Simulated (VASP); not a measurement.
# HfB2 (P6/mmm) in VASP: notebook, part 2 of 2

VASP 6.6.1. The steps go on from the part before.

## Step 3: Single point, r2SCAN

This run uses another cell than the first one, of 9.88 Å³/atom.

POSCAR reads:

```
HfB2
1.0
    3.1359334808      0.0000000000      0.0000000000
   -1.5679667404      2.7157980589      0.0000000000
    0.0000000000      0.0000000000      3.4811284073
Hf B
1 2
Direct
    0.0000000000      0.0000000000      0.0000000000
    0.3333333333      0.6666666667      0.5000000000
    0.6666666667      0.3333333333      0.5000000000
```

INCAR.step1 reads:

```
SYSTEM = HfB2
PREC = Accurate
ENCUT = 520
ISMEAR = 0
SIGMA = 0.1
LREAL = .False.
LASPH = .True.
NELM = 100
NBANDS = 15
GGA = PE
ALGO = Normal
EDIFF = 1E-4
LWAVE = .True.
LCHARG = .False.
```

INCAR.step2 reads:

```
SYSTEM = HfB2
PREC = Accurate
ENCUT = 520
EDIFF = 1E-7
ISMEAR = 0
SIGMA = 0.1
LREAL = .False.
LASPH = .True.
NELM = 100
ALGO = Normal
ISIF = 2
LWAVE = .False.
LCHARG = .False.
METAGGA = R2SCAN
LMIXTAU = .True.
NBANDS = 15
ISTART = 1
```

KPOINTS reads:

```
Automatic mesh
0
Gamma
  15 15 12
  0 0 0
```

Potentials or basis: VASP PAW PBE potentials, release 64 (Hf_pv, B).

Command:

```bash
cat potpaw_PBE.64/Hf_pv/POTCAR potpaw_PBE.64/B/POTCAR > POTCAR
cp INCAR.step1 INCAR
mpirun -np 1 vasp_std > vasp.out
cp INCAR.step2 INCAR
mpirun -np 1 vasp_std > vasp.out
```

OUTCAR:

```text
SYSTEM = HfB2
   PREC = Accurate
   ENCUT = 520
   EDIFF = 1E-7
   ISMEAR = 0
   LREAL = .False.
   LASPH = .True.
   NELM = 100
   ISIF = 2
   METAGGA = R2SCAN
   ISTART = 1

 ion  position               nearest neighbor table
   1  0.000  0.000  0.000-   2 2.51   3 2.51   2 2.51   3 2.51   2 2.51   2 2.51   3 2.51   3 2.51
                             3 2.51   3 2.51   2 2.51   2 2.51
   2  0.333  0.667  0.500-   3 1.81   3 1.81   3 1.81   1 2.51   1 2.51   1 2.51   1 2.51   1 2.51
                             1 2.51
   3  0.667  0.333  0.500-   2 1.81   2 1.81   2 1.81   1 2.51   1 2.51   1 2.51   1 2.51   1 2.51
                             1 2.51

  LATTYP: Found a hexagonal cell.
 ALAT       =     3.1359334808
 C/A-ratio  =     1.1100772477

  Lattice vectors:

 A1 = (   3.1359334808,   0.0000000000,   0.0000000000)
 A2 = (  -1.5679667404,   2.7157980589,   0.0000000000)
 A3 = (   0.0000000000,   0.0000000000,   3.4811284073)

Analysis of symmetry for initial positions (statically):
=====================================================================
 Subroutine PRICEL returns:
 Original cell was already a primitive cell.

 Routine SETGRP: Setting up the symmetry group for a
 hexagonal supercell.

 Subroutine GETGRP returns: Found 24 space group operations
 (whereof 24 operations were pure point group operations)
 out of a pool of 24 trial point group operations.

The static configuration has the point symmetry D_6h.

Analysis of symmetry for dynamics (positions and initial velocities):
=====================================================================
 Subroutine PRICEL returns:
 Original cell was already a primitive cell.

 Routine SETGRP: Setting up the symmetry group for a
 hexagonal supercell.

 Subroutine GETGRP returns: Found 24 space group operations
 (whereof 24 operations were pure point group operations)
 out of a pool of 24 trial point group operations.

The dynamic configuration has the point symmetry D_6h.

 Subroutine INISYM returns: Found 24 space group operations
 (whereof 24 operations are pure point group operations),
 and found     1 'primitive' translations

----------------------------------------------------------------------------------------

                                     Primitive cell

  volume of cell :      29.6472

  direct lattice vectors                    reciprocal lattice vectors
     3.135933481  0.000000000  0.000000000     0.318884315  0.184107945  0.000000000
    -1.567966740  2.715798059  0.000000000     0.000000000  0.368215890  0.000000000
     0.000000000  0.000000000  3.481128407     0.000000000  0.000000000  0.287263175

  length of vectors
     3.135933481  3.135933481  3.481128407     0.368215890  0.368215890  0.287263175

  position of ions in fractional coordinates (direct lattice)
     0.000000000  0.000000000  0.000000000
     0.333333333  0.666666667  0.500000000
     0.666666667  0.333333333  0.500000000

  ion indices of the primitive-cell ions
   primitive index   ion index
                 1           1
                 2           2
                 3           3

----------------------------------------------------------------------------------------

 KPOINTS: Automatic mesh

[... 50 lines left out ...]
   number of dos      NEDOS =    301   number of ions     NIONS =      3
   total plane-waves  NPLWV =  16128
   dimension x,y,z NGX =    24 NGY =   24 NGZ =   28
   dimension x,y,z NGXF=    48 NGYF=   48 NGZF=   56
   ions per type =               1   2
   NGX,Y,Z   is equivalent  to a cutoff of  12.72, 12.72, 13.37 a.u.
   NGXF,Y,Z  is equivalent  to a cutoff of  25.45, 25.45, 26.74 a.u.
 SYSTEM =  HfB2
   PREC   = accura    normal or accurate (medium, high low for compatibility)
   ISTART =      1    job   : 0-new  1-cont  2-samecut
   ICHARG =      0    charge: 1-file 2-atom 10-const
   ISPIN  =      1    spin polarized calculation?
   LNONCOLLINEAR =      F non collinear calculations
   LSORBIT =      F    spin-orbit coupling
   LASPH  =      T    aspherical Exc in radial PAW
   ENCUT  =  520.0 eV  38.22 Ry    6.18 a.u.   5.83  5.83  6.47*2*pi/ulx,y,z
   NELM   =    100;   NELMIN=  2; NELMDL=  0     # of ELM steps
   EDIFF  = 0.1E-06   stopping-criterion for ELM
   LREAL  =      F    real-space projection
   EDIFFG = 0.1E-05   stopping-criterion for IOM
   NSW    =      0    number of steps for IOM
   IBRION =     -1    ionic relax: 0-MD 1-quasi-New 2-CG
   NFREE  =      0    steps in history (QN), initial steepest desc. (CG)
   ISIF   =      2    stress and relaxation
   ISYM   =      2    0-nonsym 1-usesym 2-fastsym
   POTIM  = 0.5000    time-step for ionic-motion
   TEBEG  =    0.0;   TEEND  =   0.0 temperature during run
   PSTRESS=    0.0 pullay stress
   NELECT =      16.0000    total number of electrons
   NUPDOWN=      -1.0000    fix difference up-down
   EMIN   =  10.00;   EMAX   =-10.00  energy-range for DOS
   EFERMI =   0.00;   METHOD = LEGACY
   ISMEAR =     0;   SIGMA  =   0.10  broadening in eV -4-tet -1-fermi 0-gaus
   EFERMI_NEDOS =   21; number of points for ismear=-14 and -15
   IALGO  =     38    algorithm
   IMIX   =      4    mixing-type and parameters
     AMIX     =   0.40;   BMIX     =  1.00
     AMIX_MAG =   1.60;   BMIX_MAG =  1.00
  volume/ion in A,a.u.               =       9.88        66.69
  Fermi-wavevector in a.u.,A,eV,Ry     =   1.332867  2.518753 24.171206  1.776534
  Thomas-Fermi vector in A             =   2.461769
   LORBIT       =      0    0 simple, 1 ext, 2 COOP (PROOUT), +10 PAW based schemes
   METAGGA = R2SCAN    functional components
   LHFCALC =     F    Hartree Fock is set to
   AEXX    =    0.0000 exact exchange contribution
   IVDW    =     0    specifies the selected vdW correction
   LEPSILON=     F    determine dielectric tensor
   LRPA    =     F    only Hartree local field effects (RPA)
 non-spin polarized calculation
 Gauss-broadening in eV      SIGMA  =   0.10
  energy-cutoff  :      520.00
  volume of cell :       29.65
 maximum number of plane-waves:       820
 NGX is ok and might be reduce to    24
   NGX = 11   NGY = 11   NGZ = 13

 number of electron      15.9999997 magnetization

 Free energy of the ion-electron system (eV)
  ---------------------------------------------------
  ext. energy  EPLUGINS =         0.00000000
  ---------------------------------------------------
  free energy    TOTEN  =       -63.09030125 eV

  energy without entropy =      -63.08933985  energy(sigma->0) =      -63.08982055

 E-fermi :   7.7759     XC(G=0): -13.5599

 val. band max:        7.7056158643   @ k =   0.0667   0.0667   0.5000
 cond. band min:       7.7902498175   @ k =   0.0667   0.0667   0.4167
 fundamental gap:      0.0846339532
 Fermi energy:         7.7758656659

 k-point     1 :       0.0000    0.0000    0.0000
  band No.  band energies     occupation
      1     -24.1404      2.00000
      2     -23.6221      2.00000
      3     -23.6221      2.00000
      4      -6.9581      2.00000
      5       4.6137      2.00000
      6       4.6413      2.00000
      7       4.6890      2.00000
      8       4.6890      2.00000
      9      11.9783      0.00000
     10      11.9783      0.00000
     11      12.6726      0.00000
     12      12.6726      0.00000
     13      12.8764      0.00000
     14      12.9245      0.00000
[... 401 lines left out ...]
      2     -23.9879      2.00000
      3     -23.9826      2.00000
      4      -1.9509      2.00000
      5      -1.7861      2.00000
      6       1.2491      2.00000
      7       3.9331      2.00000
      8       6.5904      2.00000
      9       7.4913      1.99994
     10      10.8103      0.00000
     11      12.6339      0.00000
     12      14.9536      0.00000
     13      17.1918      0.00000
     14      18.1116      0.00000
     15      18.6664      0.00000

 [... further k-points ...]

------------------------ aborting loop because EDIFF is reached ----------------------------------------

  FORCE on cell =-STRESS in cart. coord.  units (eV):
  Direction    XX          YY          ZZ          XY          YZ          ZX
  --------------------------------------------------------------------------------------
  -------------------------------------------------------------------------------------
  Total       -0.1238910     -0.1238910     -0.1080107      0.0000000      0.0000000      0.0000000
  in kB       -6.6952377     -6.6952377     -5.8370435      0.0000000      0.0000000      0.0000000
  external PRESSURE =      -6.4091730 kB  Pullay stress =       0.0000000 kB

 VOLUME and BASIS-vectors are now :
 -----------------------------------------------------------------------------
  energy-cutoff  :      520.00
  volume of cell :       29.65
      direct lattice vectors                 reciprocal lattice vectors
     3.135933481  0.000000000  0.000000000     0.318884315  0.184107945  0.000000000
    -1.567966740  2.715798059  0.000000000     0.000000000  0.368215890  0.000000000
     0.000000000  0.000000000  3.481128407     0.000000000  0.000000000  0.287263175

 POSITION                                       TOTAL-FORCE (eV/Angst)
 -----------------------------------------------------------------------------------
      0.00000      0.00000      0.00000        -0.000000      0.000000      0.000000
     -0.00000      1.81053      1.74056         0.000000      0.000000      0.000000
      1.56797      0.90527      1.74056        -0.000000      0.000000      0.000000
 -----------------------------------------------------------------------------------
    total drift:                               -0.000000      0.000000      0.000000

  FREE ENERGIE OF THE ION-ELECTRON SYSTEM (eV)
  ---------------------------------------------------
  free  energy   TOTEN  =       -63.0903012464 eV

  energy  without entropy=      -63.0893398456  energy(sigma->0) =      -63.08982055
```

Wall time 1.9 min (1 thread of Intel Xeon Platinum 8559C (Emerald Rapids), shared host); peak memory 0.22 GiB.

Results:

- Free energy: -63.0903 eV
- Pressure: -0.6 GPa
- Band gap on the k mesh: zero (bands 8 and 9 overlap by 1.10 eV)

Stress tensor (GPa, compression positive):
```
-0.67  0.00  0.00
 0.00 -0.67  0.00
 0.00  0.00 -0.58
```

Levels at points of the mesh, in eV from the Fermi level:
```tsv
k point	band 5	band 6	band 7	band 8	band 9	band 10	band 11	band 12
(0.00, 0.00, 0.00)	-3.16	-3.13	-3.09	-3.09	4.20	4.20	4.90	4.90
(0.00, 0.00, 0.50)	-8.91	-1.31	-1.31	0.31	0.31	1.04	1.04	2.34
```

Caveat: the PAW data sets were made with another functional, which shifts forces and pressure a little; spin-orbit coupling is left out, which moves the levels of the heavy elements.

## Step 4: Single point, r2SCAN

This run uses another cell than the first one, of 9.88 Å³/atom.

POSCAR reads:

```
HfB2
1.0
    3.1366064785      0.0000000000      0.0000000000
   -1.5683032392      2.7163808920      0.0000000000
    0.0000000000      0.0000000000      3.4801249389
Hf B
1 2
Direct
    0.0000000000      0.0000000000      0.0000000000
    0.3333333333      0.6666666667      0.5000000000
    0.6666666667      0.3333333333      0.5000000000
```

INCAR.step1 reads:

```
SYSTEM = HfB2
  ALGO = Normal
  EDIFF = 1E-4
  ENCUT = 520
  GGA = PE
  ISMEAR = -1
  LASPH = .True.
  LCHARG = .False.
  LREAL = .False.
  LWAVE = .True.
  NBANDS = 15
  NELM = 80
  PREC = Accurate
  SIGMA = 0.15
```

INCAR.step2 reads:

```
SYSTEM = HfB2
  ALGO = Normal
  EDIFF = 1E-7
  ENCUT = 520
  ISIF = 2
  ISMEAR = -1
  ISTART = 1
  LASPH = .True.
  LCHARG = .False.
  LMIXTAU = .True.
  LREAL = .False.
  LWAVE = .False.
  METAGGA = R2SCAN
  NBANDS = 15
  NELM = 80
  PREC = Accurate
  SIGMA = 0.15
```

KPOINTS reads:

```
k-points
0
Gamma
  15 15 12
  0 0 0
```

Command:

```bash
cat potpaw_PBE.64/Hf_pv/POTCAR potpaw_PBE.64/B/POTCAR > POTCAR
cp INCAR.step1 INCAR
mpirun -np 1 vasp_std > vasp.out
cp INCAR.step2 INCAR
mpirun -np 1 vasp_std > vasp.out
```

It took 1.9 min on 1 thread of Intel Xeon Platinum 8559C (Emerald Rapids), shared host; peak memory 0.21 GiB.

The run converged. Its results:

- Free energy: -63.0983 eV
- Pressure: -0.6 GPa
- Band gap on the k mesh: zero (bands 8 and 9 overlap by 1.09 eV)

Stress tensor (GPa, compression positive):
```
-0.67  0.00  0.00
 0.00 -0.67  0.00
 0.00  0.00 -0.57
```

Levels at points of the mesh, in eV from the Fermi level:
```csv
k point,band 5,band 6,band 7,band 8,band 9,band 10,band 11,band 12
"(0.00, 0.00, 0.00)",-3.14,-3.11,-3.07,-3.07,4.22,4.22,4.92,4.92
"(0.00, 0.00, 0.50)",-8.89,-1.29,-1.29,0.33,0.33,1.06,1.06,2.37
```

Caveat: the PAW data sets were made with another functional, which shifts forces and pressure a little; spin-orbit coupling is left out, which moves the levels of the heavy elements.

## Step 5: Relaxation of cell and atoms, r2SCAN

POSCAR reads:

```
HfB2
1.0
    3.1326790800      0.0000000000      0.0000000000
   -1.5663395400      2.7129796700      0.0000000000
    0.0000000000      0.0000000000      3.4792139900
Hf B
1 2
Direct
    0.0000000000      0.0000000000      0.0000000000
    0.3333333300      0.6666666700      0.5000000000
    0.6666666700      0.3333333300      0.5000000000
```

INCAR.step1 reads:

```
SYSTEM = HfB2
  ALGO = Normal
  EDIFF = 1E-4
  ENCUT = 600
  GGA = PE
  ISMEAR = 0
  LASPH = .True.
  LCHARG = .False.
  LREAL = .False.
  LWAVE = .True.
  NELM = 60
  PREC = Accurate
  SIGMA = 0.1
```

INCAR.step2 reads:

```
SYSTEM = HfB2
  ALGO = Normal
  EDIFF = 1E-7
  EDIFFG = -0.002
  ENCUT = 600
  IBRION = 2
  ISIF = 3
  ISMEAR = 0
  ISTART = 1
  LASPH = .True.
  LCHARG = .False.
  LMIXTAU = .True.
  LREAL = .False.
  LWAVE = .False.
  METAGGA = R2SCAN
  NELM = 60
  NSW = 100
  PREC = Accurate
  SIGMA = 0.1
```

KPOINTS is that of step 4.

Command:

```bash
cat potpaw_PBE.64/Hf_pv/POTCAR potpaw_PBE.64/B/POTCAR > POTCAR
cp INCAR.step1 INCAR
mpirun -np 1 vasp_std > vasp.out
cp INCAR.step2 INCAR
mpirun -np 1 vasp_std > vasp.out
```

Run time: 7.9 min. Hardware: 1 thread of Intel Xeon Platinum 8559C (Emerald Rapids), shared host; peak memory 0.24 GiB.

The run converged. Its results:

```
Free energy               : -63.0930 eV
Energy gained by relaxing : 0.0 meV/atom
Ionic steps               : 5
Pressure after relaxing   : 0.0 GPa
Band gap on the k mesh    : zero (bands 8 and 9 overlap by 1.10 eV)
```

Final structure:
```
Hf B
1.0
     3.13324    0.00000    0.00000
    -1.56662    2.71346    0.00000
     0.00000    0.00000    3.47809
Hf B
1 2
Direct
  0.00000 0.00000 0.00000
  0.33333 0.66667 0.50000
  0.66667 0.33333 0.50000
```

Levels at points of the mesh, in eV from the Fermi level:
```
           k point  band 4  band 5  band 6  band 7  band 8  band 9  band 10  band 11  band 12
(0.00, 0.00, 0.00)  -14.75   -3.17   -3.13   -3.09   -3.09    4.22     4.22     4.91     4.91
(0.00, 0.00, 0.50)  -12.32   -8.92   -1.31   -1.31    0.31    0.31     1.05     1.05     2.35
```

Caveat: the PAW data sets were made with another functional, which shifts forces and pressure a little; spin-orbit coupling is left out, which moves the levels of the heavy elements.

## Step 6: The runs side by side

| task | cell | k mesh | cutoff (eV) | smearing | gap on the mesh (eV) | pressure (GPa) |
| --- | --- | --- | --- | --- | --- | --- |
| single point | a = 3.133, b = 3.133, c = 3.479 Å, angles 90.0, 90.0, 120.0°, 3 atoms | 6 × 6 × 6 | 520 | gaussian 0.1 eV | none | 0.3 |
| single point | a = 3.136, b = 3.136, c = 3.481 Å, angles 90.0, 90.0, 120.0°, 3 atoms | 15 × 15 × 12 | 520 | gaussian 0.1 eV | none | -0.6 |
| single point | a = 3.137, b = 3.137, c = 3.480 Å, angles 90.0, 90.0, 120.0°, 3 atoms | 15 × 15 × 12 | 520 | fermi-dirac 0.15 eV | none | -0.6 |
| relaxation of cell and atoms | relaxed from a = 3.133, b = 3.133, c = 3.479 Å, angles 90.0, 90.0, 120.0°, 3 atoms | 15 × 15 × 12 | 600 | gaussian 0.1 eV | none | 0.0 |

Alike in all rows: level r2SCAN; potentials or basis VASP PAW PBE potentials, release 64 (Hf_pv, B); no spin polarisation.

Caveats: some runs use coarse meshes; the PAW data sets were made with another functional, which shifts forces and pressure a little; spin-orbit coupling is left out, which moves the levels of the heavy elements.

Absolute energies hang on the potentials; compare differences alone.
